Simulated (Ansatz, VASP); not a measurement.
# Li2Se: VASP beside Ansatz

```
CELL_PARAMETERS angstrom
0.00000 3.02305 3.02305
3.02305 0.00000 3.02305
3.02305 3.02305 0.00000
ATOMIC_POSITIONS crystal
Li 0.25000 0.25000 0.25000
Li 0.75000 0.75000 0.75000
Se 0.00000 0.00000 0.00000
```

Alike in both runs: task single point; functional r2SCAN; k mesh 8 × 8 × 8; occupations gaussian, width 0.02 eV; no spin polarisation.

```csv
,VASP,Ansatz
version,VASP 6.6.1,Ansatz 0.2.0
potentials or method,"VASP PAW PBE potentials, release 64 (Li_sv, Se), cutoff 830 eV","scalar-relativistic, plane waves, PAW"
valence electrons in the cell,12,22
```

|  | VASP | Ansatz | Ansatz less VASP |
| --- | --- | --- | --- |
| gap on the k mesh at the Fermi level (eV) | 3.48 | 3.50 | +0.021 |
| least direct gap on the mesh (eV) | 4.04 | 3.96 | -0.078 |
| pressure (GPa) | -1.2 | -1.0 | +0.16 |

VASP's potentials were made for PBE, not for r2SCAN. VASP's potentials hold 12 valence electrons a cell and Ansatz's 22, so a difference there can come from the potentials and not from the codes.
